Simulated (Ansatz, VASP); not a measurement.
## Two plane-wave programs on CoSi2

File INCAR:

```
  PREC = Accurate
  ENCUT = 520
  EDIFF = 1E-6
  ISMEAR = -1
  SIGMA = 0.05
  LREAL = F
  LASPH = T
  NELM = 80
  ALGO = Normal
  ISIF = 2
  LWAVE = F
  LCHARG = T
  GGA = PE
  LELF = T
  LVHAR = T
  NBANDS = 16
```

KPOINTS

```
regular mesh
0
Gamma
  11 11 11
```

POSCAR

```
CoSi2
1.0
    0.0000000000      2.7305231384      2.7305231384
    2.7305231384      0.0000000000      2.7305231384
    2.7305231384      2.7305231384      0.0000000000
Co Si
1 2
Direct
    0.0000000000      0.0000000000      0.0000000000
    0.2500000000      0.2500000000      0.2500000000
    0.7500000000      0.7500000000      0.7500000000
```

Input for Ansatz:

```yaml
crystal:
  lattice:
    - [0.0, 2.7305231384, 2.7305231384]
    - [2.7305231384, 0.0, 2.7305231384]
    - [2.7305231384, 2.7305231384, 0.0]
  atoms:
    - { symbol: Co, position: [0.0, 0.0, 0.0] }
    - { symbol: Si, position: [0.25, 0.25, 0.25] }
    - { symbol: Si, position: [0.75, 0.75, 0.75] }
kpoints:
  mp_grid: { grid: [11, 11, 11] }
scf:
  occupations: { method: fermi_dirac, width: 0.05 }
  lower_state_search: "off"
hamiltonian:
  xc: pbe
  pseudopotentials: { kind: paw }
output:
  forces: true
  stress: true
  eigenvalues: true
  write_density: true
  write_potential: true
  elf: true
  volumetric_format: npy
```

Change from the starting cell: volume scaled by 1.06, no spin polarisation, PAW files.

Alike in both runs: task single point; functional PBE; k mesh 11 × 11 × 11; occupations fermi-dirac, width 0.05 eV; no spin polarisation.

```csv
,VASP,Ansatz
version,VASP 6.6.1,Ansatz 0.2.0
potentials or method,"VASP PAW PBE potentials, release 64 (Co, Si)","PAW with Ansatz's default frozen-core files, scalar-relativistic"
plane-wave cutoff (eV),520,420
valence electrons in the cell,17,25
```

Ansatz gave:

* pressure (GPa): -8.9

Q: What did VASP give for the same quantities?

A: Pressure (GPa): -9.0.

VASP's potentials hold 17 valence electrons a cell and Ansatz's 25, so a difference there can come from the potentials and not from the codes.
